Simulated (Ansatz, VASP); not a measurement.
# NbCd3: VASP beside Ansatz

File INCAR:

```
SYSTEM = NbCd3
PREC = Accurate ; ENCUT = 520
EDIFF = 1E-6 ; ISMEAR = -1
SIGMA = 0.08 ; LREAL = .False.
LASPH = .True. ; NELM = 100
ALGO = Normal ; ISIF = 2
LWAVE = .False. ; LCHARG = .True.
LELF = .True. ; LVHAR = .True.
NBANDS = 32
```

Contents of KPOINTS:

```
Automatic mesh
0
Gamma
  9 9 9
  0 0 0
```

The input POSCAR:

```
NbCd3
1.0
    4.2571500000      0.0000000000      0.0000000000
    0.0000000000      4.2571500000      0.0000000000
    0.0000000000      0.0000000000      4.2150000000
Nb Cd
1 3
Direct
    0.0000000000      0.0000000000      0.0000000000
    0.0000000000      0.5000000000      0.5000000000
    0.5000000000      0.0000000000      0.5000000000
    0.5000000000      0.5000000000      0.0000000000
```

Input for Ansatz:

```yaml
crystal:
  lattice:
    - [4.25715, 0.0, 0.0]
    - [0.0, 4.25715, 0.0]
    - [0.0, 0.0, 4.215]
  atoms:
    - { symbol: Nb, position: [0.0, 0.0, 0.0] }
    - { symbol: Cd, position: [0.0, 0.5, 0.5] }
    - { symbol: Cd, position: [0.5, 0.0, 0.5] }
    - { symbol: Cd, position: [0.5, 0.5, 0.0] }
kpoints:
  mp_grid: { grid: [9, 9, 9] }
  band_path:
    path:
      - [0.0, 0.0, 0.0]
      - [0.0, 0.5, 0.0]
      - [0.5, 0.5, 0.0]
      - [0.0, 0.0, 0.0]
      - [0.0, 0.0, 0.5]
      - [0.0, 0.5, 0.5]
      - [0.5, 0.5, 0.5]
      - [0.0, 0.0, 0.5]
      - [0.0, 0.5, 0.0]
    npoints: 5
scf:
  occupations: { method: fermi_dirac, width: 0.08 }
hamiltonian:
  xc: lda
  pseudopotentials: { kind: all_electron, lapw: { basis_error: 0.0005 } }
output:
  forces: true
  stress: true
  eigenvalues: true
```

Change from the starting cell: equal xx and yy strain of +1 %.

Alike in both runs: task single point; functional LDA; k mesh 9 × 9 × 9; occupations fermi-dirac, width 0.08 eV; no spin polarisation.

|  | VASP | Ansatz |
| --- | --- | --- |
| version | VASP 6.6.1 | Ansatz 0.2.0 |
| potentials or method | VASP PAW LDA potentials, release 64 (Nb_sv, Cd), cutoff 520 eV | all-electron LAPW, scalar-relativistic |

|  | VASP | Ansatz | Ansatz less VASP |
| --- | --- | --- | --- |
| pressure (GPa) | -3.9 | -4.6 | -0.74 |
| traceless stress, the component that is largest in VASP (GPa) | 0.45 | 0.45 | -0.007 |

LDA's correlation is that of Perdew and Zunger in VASP and of Perdew and Wang (1992) in Ansatz. Ansatz ran all-electron here, and VASP with PAW potentials.
